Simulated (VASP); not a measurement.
# HgTe (F-43m) in VASP: further runs

HgTe is run at these levels: r2SCAN50; tasks: single point.

Program: VASP 6.6.1. These are calculated values, not measurements. Logs are shortened: lines on timing, memory, paths and dates and some standing lists are left out, and cuts for length are marked.

**1. The cell of the first run**

It takes space group F-43m (No. 216, cubic). Conventional cell: a = 6.342 Å, b = 6.342 Å, c = 6.342 Å, α = 90.00°, β = 90.00°, γ = 90.00°. Within 3.6 Å of Hg (site symmetry -43m) lie 4 Te at 2.75 Å. Within 3.6 Å of Te (site symmetry -43m) lie 4 Hg at 2.75 Å.

**2. Single point, r2SCAN50**

POSCAR reads:

```
HgTe
1.0
    0.0000000000      3.1710554852      3.1710554852
    3.1710554852      0.0000000000      3.1710554852
    3.1710554852      3.1710554852      0.0000000000
Hg Te
1 1
Direct
    0.0000000000      0.0000000000      0.0000000000
    0.7500000000      0.7500000000      0.7500000000
```

INCAR.step1 reads:

```
SYSTEM = HgTe
PREC = Accurate
ENCUT = 520
EDIFF = 1E-5
ISMEAR = -1
SIGMA = 0.05
LREAL = .FALSE.
LASPH = .TRUE.
NELM = 60
ALGO = Normal
ISIF = 2
LWAVE = .TRUE.
LCHARG = .FALSE.
GGA = PE
NBANDS = 16
```

INCAR.step2 reads:

```
SYSTEM = HgTe
PREC = Accurate
ENCUT = 520
EDIFF = 1E-6
ISMEAR = -1
SIGMA = 0.05
LREAL = .FALSE.
LASPH = .TRUE.
NELM = 60
ALGO = Normal
ISIF = 2
LWAVE = .FALSE.
LCHARG = .FALSE.
METAGGA = R2SCAN
LHFCALC = .TRUE.
AEXX = 0.5
LMIXTAU = .TRUE.
PRECFOCK = Normal
ISTART = 1
NBANDS = 16
```

KPOINTS reads:

```
regular mesh
0
G
  4 4 4
  0 0 0
```

Potentials or basis: VASP PAW PBE potentials, release 64 (Hg, Te).

Run with:

```sh
$ cat potpaw_PBE.64/Hg/POTCAR potpaw_PBE.64/Te/POTCAR > POTCAR
$ cp INCAR.step1 INCAR
$ mpirun -np 1 vasp_std > vasp.out
$ cp INCAR.step2 INCAR
$ mpirun -np 1 vasp_std > vasp.out
```

OUTCAR:

```text
SYSTEM = HgTe
   PREC = Accurate
   ENCUT = 520
   EDIFF = 1E-6
   ISMEAR = -1
   LREAL = .FALSE.
   LASPH = .TRUE.
   NELM = 60
   ISIF = 2
   METAGGA = R2SCAN
   LHFCALC = .TRUE.
   AEXX = 0.5
   PRECFOCK = Normal
   ISTART = 1

 ion  position               nearest neighbor table
   1  0.000  0.000  0.000-   2 2.75   2 2.75   2 2.75   2 2.75
   2  0.750  0.750  0.750-   1 2.75   1 2.75   1 2.75   1 2.75

  LATTYP: Found a face centered cubic cell.
 ALAT       =     6.3421109704

  Lattice vectors:

 A1 = (   0.0000000000,   3.1710554852,   3.1710554852)
 A2 = (   3.1710554852,   0.0000000000,   3.1710554852)
 A3 = (   3.1710554852,   3.1710554852,   0.0000000000)

Analysis of symmetry for initial positions (statically):
=====================================================================
 Subroutine PRICEL returns:
 Original cell was already a primitive cell.

 Routine SETGRP: Setting up the symmetry group for a
 face centered cubic supercell.

 Subroutine GETGRP returns: Found 24 space group operations
 (whereof 24 operations were pure point group operations)
 out of a pool of 48 trial point group operations.

The static configuration has the point symmetry T_d .

Analysis of symmetry for dynamics (positions and initial velocities):
=====================================================================
 Subroutine PRICEL returns:
 Original cell was already a primitive cell.

 Routine SETGRP: Setting up the symmetry group for a
 face centered cubic supercell.

 Subroutine GETGRP returns: Found 24 space group operations
 (whereof 24 operations were pure point group operations)
 out of a pool of 48 trial point group operations.

The dynamic configuration has the point symmetry T_d .

 Subroutine INISYM returns: Found 24 space group operations
 (whereof 24 operations are pure point group operations),
 and found     1 'primitive' translations

----------------------------------------------------------------------------------------

                                     Primitive cell

  volume of cell :      63.7737

  direct lattice vectors                    reciprocal lattice vectors
     0.000000000  3.171055485  3.171055485    -0.157676207  0.157676207  0.157676207
     3.171055485  0.000000000  3.171055485     0.157676207 -0.157676207  0.157676207
     3.171055485  3.171055485  0.000000000     0.157676207  0.157676207 -0.157676207

  length of vectors
     4.484549674  4.484549674  4.484549674     0.273103201  0.273103201  0.273103201

  position of ions in fractional coordinates (direct lattice)
     0.000000000  0.000000000  0.000000000
     0.750000000  0.750000000  0.750000000

  ion indices of the primitive-cell ions
   primitive index   ion index
                 1           1
                 2           2

----------------------------------------------------------------------------------------

 KPOINTS: regular mesh

Automatic generation of k-mesh.
 Grid dimensions read from file:
 generate k-points for:    4    4    4

 Generating k-lattice:

  Cartesian coordinates                     Fractional coordinates (reciprocal lattice)
    -0.039419052  0.039419052  0.039419052     0.250000000  0.000000000  0.000000000
     0.039419052 -0.039419052  0.039419052     0.000000000  0.250000000  0.000000000
     0.039419052  0.039419052 -0.039419052     0.000000000  0.000000000  0.250000000

  Length of vectors
     0.068275800  0.068275800  0.068275800

  Shift w.r.t. Gamma in fractional coordinates (k-lattice)
     0.000000000  0.000000000  0.000000000

 Subroutine IBZKPT returns following result:
 ===========================================

 Found      8 irreducible k-points:

 Following reciprocal coordinates:
            Coordinates               Weight
  0.000000  0.000000  0.000000      1.000000
  0.250000  0.000000  0.000000      8.000000
  0.500000  0.000000  0.000000      4.000000
  0.250000  0.250000  0.000000      6.000000
  0.500000  0.250000  0.000000     24.000000
 -0.250000  0.250000  0.000000     12.000000
  0.500000  0.500000  0.000000      3.000000
 -0.250000  0.500000  0.250000      6.000000
   k-points           NKPTS =      8   k-points in BZ     NKDIM =     64   number of bands    NBANDS=     16
   number of dos      NEDOS =    301   number of ions     NIONS =      2
   total plane-waves  NPLWV =  46656
   dimension x,y,z NGX =    36 NGY =   36 NGZ =   36
   dimension x,y,z NGXF=    72 NGYF=   72 NGZF=   72
   ions per type =               1   1
   NGX,Y,Z   is equivalent  to a cutoff of  13.35, 13.35, 13.35 a.u.
   NGXF,Y,Z  is equivalent  to a cutoff of  26.69, 26.69, 26.69 a.u.
 SYSTEM =  HgTe
   PREC   = accura    normal or accurate (medium, high low for compatibility)
   ISTART =      1    job   : 0-new  1-cont  2-samecut
   ICHARG =      0    charge: 1-file 2-atom 10-const
   ISPIN  =      1    spin polarized calculation?
   LNONCOLLINEAR =      F non collinear calculations
   LSORBIT =      F    spin-orbit coupling
   LASPH  =      T    aspherical Exc in radial PAW
   ENCUT  =  520.0 eV  38.22 Ry    6.18 a.u.   8.34  8.34  8.34*2*pi/ulx,y,z
   NELM   =     60;   NELMIN=  2; NELMDL=  0     # of ELM steps
   EDIFF  = 0.1E-05   stopping-criterion for ELM
   LREAL  =      F    real-space projection
   EDIFFG = 0.1E-04   stopping-criterion for IOM
   NSW    =      0    number of steps for IOM
   IBRION =     -1    ionic relax: 0-MD 1-quasi-New 2-CG
   NFREE  =      0    steps in history (QN), initial steepest desc. (CG)
   ISIF   =      2    stress and relaxation
   ISYM   =      3    0-nonsym 1-usesym 2-fastsym
   POTIM  = 0.5000    time-step for ionic-motion
   TEBEG  =    0.0;   TEEND  =   0.0 temperature during run
   PSTRESS=    0.0 pullay stress
   NELECT =      18.0000    total number of electrons
   NUPDOWN=      -1.0000    fix difference up-down
   EMIN   =  10.00;   EMAX   =-10.00  energy-range for DOS
   EFERMI =   0.00;   METHOD = LEGACY
   ISMEAR =    -1;   SIGMA  =   0.05  broadening in eV -4-tet -1-fermi 0-gaus
   EFERMI_NEDOS =   21; number of points for ismear=-14 and -15
   IALGO  =     38    algorithm
   IMIX   =      1    mixing-type and parameters
     AMIX     =   0.40;   BMIX     =  1.00
     AMIX_MAG =   1.60;   BMIX_MAG =  1.00
  volume/ion in A,a.u.               =      31.89       215.18
  Fermi-wavevector in a.u.,A,eV,Ry     =   1.073870  2.029321 15.690203  1.153197
  Thomas-Fermi vector in A             =   2.209682
   LORBIT       =      0    0 simple, 1 ext, 2 COOP (PROOUT), +10 PAW based schemes
   METAGGA = R2SCAN    functional components
   LHFCALC =     T    Hartree Fock is set to
   PRECFOCK=normal    Normal, Fast or Accurate (Low or Medium for compatibility)
   ENCUT4O =  -1.0   cutoff for four orbital integrals eV
   NKREDX  =     1    reduce k-point grid by
   NKREDY  =     1    reduce k-point grid by
   NKREDZ  =     1    reduce k-point grid by
   AEXX    =    0.5000 exact exchange contribution
   HFSCREEN=    0.0000 screening length (either q_TF or 0.3 A-1)
   HFSCREENC=   0.0000 screening length for correlation (either q_TF or 0.3 A-1)
   ENCUTFOCK=  -1.0 apply spherical cutoff to Coloumb kernel
   IVDW    =     0    specifies the selected vdW correction
   LEPSILON=     F    determine dielectric tensor
   LRPA    =     F    only Hartree local field effects (RPA)
 non-spin polarized calculation
  energy-cutoff  :      520.00
  volume of cell :       63.77
 maximum number of plane-waves:      1759
 NGX is ok and might be reduce to    36
  NGX = 28; NGY = 28; NGZ = 28

 number of electron      17.9999998 magnetization

 Free energy of the ion-electron system (eV)
  ---------------------------------------------------
  ext. energy  EPLUGINS =         0.00000000
  ---------------------------------------------------
  free energy    TOTEN  =       -43.93865925 eV

  energy without entropy =      -43.93865925  energy(sigma->0) =      -43.93865925

 E-fermi :   3.0552     XC(G=0):  -5.4196

 val. band max:        1.9588089815   @ k =   0.0000   0.0000   0.0000
 cond. band min:       4.2444310616   @ k =   0.0000   0.0000   0.0000
 fundamental gap:      2.2856220801
 Fermi energy:         3.0552140034

 k-point     1 :       0.0000    0.0000    0.0000
  band No.  band energies     occupation
      1     -12.8133      2.00000
      2      -8.1378      2.00000
      3      -8.1378      2.00000
      4      -8.1378      2.00000
      5      -7.4946      2.00000
      6      -7.4946      2.00000
[... 8 lines left out ...]
     15      15.2554      0.00000
     16      15.2554      0.00000

 k-point     2 :       0.2500    0.0000    0.0000
  band No.  band energies     occupation
      1     -12.4427      2.00000
      2      -8.0529      2.00000
      3      -8.0529      2.00000
      4      -7.8859      2.00000
      5      -7.4977      2.00000
      6      -7.4977      2.00000
[... 8 lines left out ...]
     15      13.9242      0.00000
     16      13.9242      0.00000

 k-point     3 :       0.5000    0.0000    0.0000
  band No.  band energies     occupation
      1     -12.0444      2.00000
      2      -7.9855      2.00000
      3      -7.9855      2.00000
      4      -7.4748      2.00000
      5      -7.4748      2.00000
      6      -7.0086      2.00000
[... 8 lines left out ...]
     15      15.9055      0.00000
     16      15.9055      0.00000

 k-point     4 :       0.2500    0.2500    0.0000
  band No.  band energies     occupation
      1     -12.3167      2.00000
      2      -7.9799      2.00000
      3      -7.9518      2.00000
      4      -7.9518      2.00000
      5      -7.5129      2.00000
      6      -7.4614      2.00000
[... 8 lines left out ...]
     15      15.5989      0.00000
     16      15.9798      0.00000

 k-point     5 :       0.5000    0.2500    0.0000
  band No.  band energies     occupation
      1     -11.9182      2.00000
      2      -7.9224      2.00000
      3      -7.8559      2.00000
      4      -7.6286      2.00000
      5      -7.4607      2.00000
      6      -6.9924      2.00000
[... 8 lines left out ...]
     15      16.1992      0.00000
     16      16.3285      0.00000

 k-point     6 :      -0.2500    0.2500    0.0000
  band No.  band energies     occupation
      1     -12.0515      2.00000
      2      -7.9462      2.00000
      3      -7.9431      2.00000
      4      -7.5563      2.00000
      5      -7.5189      2.00000
      6      -7.2817      2.00000
[... 8 lines left out ...]
     15      15.2294      0.00000
     16      16.3177      0.00000

 k-point     7 :       0.5000    0.5000    0.0000
  band No.  band energies     occupation
      1     -11.7830      2.00000
      2      -7.8554      2.00000
      3      -7.7278      2.00000
      4      -7.7278      2.00000
      5      -7.4272      2.00000
      6      -6.7836      2.00000
[... 8 lines left out ...]
     15      16.1050      0.00000
     16      17.3739      0.00000

 k-point     8 :      -0.2500    0.5000    0.2500
  band No.  band energies     occupation
      1     -11.7873      2.00000
      2      -7.8517      2.00000
      3      -7.8179      2.00000
      4      -7.5642      2.00000
      5      -7.5269      2.00000
      6      -6.5750      2.00000
[... 8 lines left out ...]
     15      17.1117      0.00000
     16      17.1462      0.00000

------------------------ aborting loop because EDIFF is reached ----------------------------------------

  FORCE on cell =-STRESS in cart. coord.  units (eV):
  Direction    XX          YY          ZZ          XY          YZ          ZX
  --------------------------------------------------------------------------------------
  -------------------------------------------------------------------------------------
  Total        1.3048441      1.3048441      1.3048441      0.0000000      0.0000000      0.0000000
  in kB       32.7814135     32.7814135     32.7814135      0.0000000      0.0000000      0.0000000
  external PRESSURE =      32.7814135 kB  Pullay stress =       0.0000000 kB

 VOLUME and BASIS-vectors are now :
 -----------------------------------------------------------------------------
  energy-cutoff  :      520.00
  volume of cell :       63.77
      direct lattice vectors                 reciprocal lattice vectors
     0.000000000  3.171055485  3.171055485    -0.157676207  0.157676207  0.157676207
     3.171055485  0.000000000  3.171055485     0.157676207 -0.157676207  0.157676207
     3.171055485  3.171055485  0.000000000     0.157676207  0.157676207 -0.157676207

 POSITION                                       TOTAL-FORCE (eV/Angst)
 -----------------------------------------------------------------------------------
      0.00000      0.00000      0.00000        -0.000000     -0.000000     -0.000000
      4.75658      4.75658      4.75658         0.000000      0.000000      0.000000
 -----------------------------------------------------------------------------------
    total drift:                                0.000027      0.000017      0.000032

  FREE ENERGIE OF THE ION-ELECTRON SYSTEM (eV)
  ---------------------------------------------------
  free  energy   TOTEN  =       -43.9386592475 eV

  energy  without entropy=      -43.9386592474  energy(sigma->0) =      -43.93865925
```

Wall time 13 min (1 thread of Intel Xeon Platinum 8559C (Emerald Rapids), shared host); peak memory 0.22 GiB.

What came out:

- Free energy: -43.9387 eV
- Pressure: 3.3 GPa
- Band gap on the k mesh: 2.29 eV

Caveat: the k points lie up to 0.43 Å⁻¹ apart; the PAW data sets were made with another functional, which shifts forces and pressure a little; spin-orbit coupling is left out, which moves the levels of the heavy elements.

[end of part 1 of 2]
